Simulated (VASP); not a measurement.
# SiSe2: relaxation of shape and atoms at fixed volume with BLYP

Crystal: SiSe2.

```
CELL_PARAMETERS angstrom
-3.79383 6.35969 3.15013
3.79383 -6.35969 3.15013
3.79383 6.35969 -3.15013
ATOMIC_POSITIONS crystal
Si 0.25000 0.25000 0.00000
Si 0.75000 0.75000 0.00000
Se 0.10104 0.82831 0.92935
Se 0.89896 0.17169 0.07065
Se 0.60104 0.67169 0.27272
Se 0.39896 0.32831 0.72728
```

```
Program                : VASP 6.6.1
Task                   : relaxation of shape and atoms at fixed volume
Functional             : BLYP
Potentials or basis    : VASP PAW PBE potentials, release 64 (Si, Se)
Cutoff                 : 500 eV
k mesh                 : 6 × 6 × 6
Occupations            : gaussian, width 0.05 eV
Spin                   : no spin polarisation
Dipole correction      : no
Further INCAR settings : ALGO = Normal; EDIFF = 1e-07; IBRION = 2; EDIFFG = -0.04; NSW = 60; ISIF = 4
```

The energy gained by relaxing is 45.9 meV/atom, the ionic steps are 6 and the pressure after relaxing is 0.1 GPa. The largest force after relaxing is 0.009 eV/Å and the band gap on the k mesh is 2.33 eV (least direct gap 2.51 eV).

Forces on the atoms (eV/Å):
```
Si   0.000  0.000  0.000
Si   0.000  0.000  0.000
Se  -0.003  0.008  0.000
Se   0.003 -0.008  0.000
Se   0.003  0.008  0.000
Se  -0.003 -0.008  0.000
```

The path:
```
step  energy change (eV)  largest force (eV/Å)  pressure (GPa)  volume (Å³)
   1              0.0000                1.1151           -2.48       304.02
   2             -0.2066                0.5134           -1.23       304.02
   3             -0.2651                0.0603           -0.07       304.02
   4             -0.2652                0.0900           -0.01       304.02
   5             -0.2747                0.0283            0.07       304.02
   6             -0.2754                0.0088            0.09       304.02
```

Final structure:
```
CELL_PARAMETERS angstrom
-3.85895 6.48804 3.03571
3.85895 -6.48804 3.03571
3.85895 6.48804 -3.03571
ATOMIC_POSITIONS crystal
Si 0.25000 0.25000 0.00000
Si 0.75000 0.75000 0.00000
Se 0.09578 0.83739 0.93317
Se 0.90422 0.16261 0.06683
Se 0.59578 0.66261 0.25840
Se 0.40422 0.33739 0.74160
```

Levels at points of the mesh, in eV from the valence-band top:
```csv
k point,band 13,band 14,band 15,band 16,band 17,band 18,band 19,band 20
"(0.00, 0.00, 0.00)",-1.30,-1.03,-0.99,-0.04,2.75,2.82,3.85,4.32
"(0.50, 0.00, 0.00)",-0.75,-0.75,-0.56,-0.56,2.44,2.44,3.92,3.92
"(0.00, 0.50, 0.00)",-0.69,-0.69,-0.59,-0.59,2.42,2.42,3.87,3.87
"(0.50, 0.50, 0.00)",-1.27,-1.22,-1.06,0.00,2.69,3.34,4.05,4.15
"(0.50, 0.50, 0.50)",-1.31,-1.30,-1.11,-0.01,2.50,3.48,3.92,4.14
```

Wall time 33 min on 1 thread of Intel(R) Xeon(R) Platinum 8259CL CPU @ 2.50GHz (Skylake/Cascade Lake) (shared host), peak memory 0.66 GiB.

Caveat: the PAW data sets were made with another functional, which shifts forces and pressure a little; this functional lacks dispersion, which binds layers or chains, so the pressure and a relaxed spacing across them are unreliable. A k mesh can miss the band edges.
